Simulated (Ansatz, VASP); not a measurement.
Two plane-wave programs on C

```
CELL_PARAMETERS angstrom
0.00000 1.84249 1.79864
1.84249 0.00000 1.79864
1.84249 1.84249 0.00000
ATOMIC_POSITIONS crystal
C 0.50000 0.50000 0.50000
C 0.75000 0.75000 0.75000
```

Alike in both runs: task single point; functional PBE; k mesh 12 × 12 × 12; occupations gaussian, width 0.05 eV; no spin polarisation.

|  | VASP | Ansatz |
| --- | --- | --- |
| version | VASP 6.6.1 | Ansatz 0.2.0 |
| potentials or method | VASP PAW PBE potentials, release 64 (C), cutoff 520 eV | scalar-relativistic, plane waves, PAW |
| valence electrons in the cell | 8 | 8 |

Ansatz gave:

| Item | Value |
| --- | --- |
| gap on the k mesh at the Fermi level (eV) | 3.42 |
| least direct gap on the mesh (eV) | 4.98 |
| pressure (GPa) | -26.4 |
| traceless stress, the component that is largest in VASP (GPa) | 13.43 |

**Question.** Estimate VASP's values.

**Answer.** gap on the k mesh at the Fermi level (eV): 3.41; least direct gap on the mesh (eV): 4.98; pressure (GPa): -26.1; traceless stress, the component that is largest in VASP (GPa): 13.43.
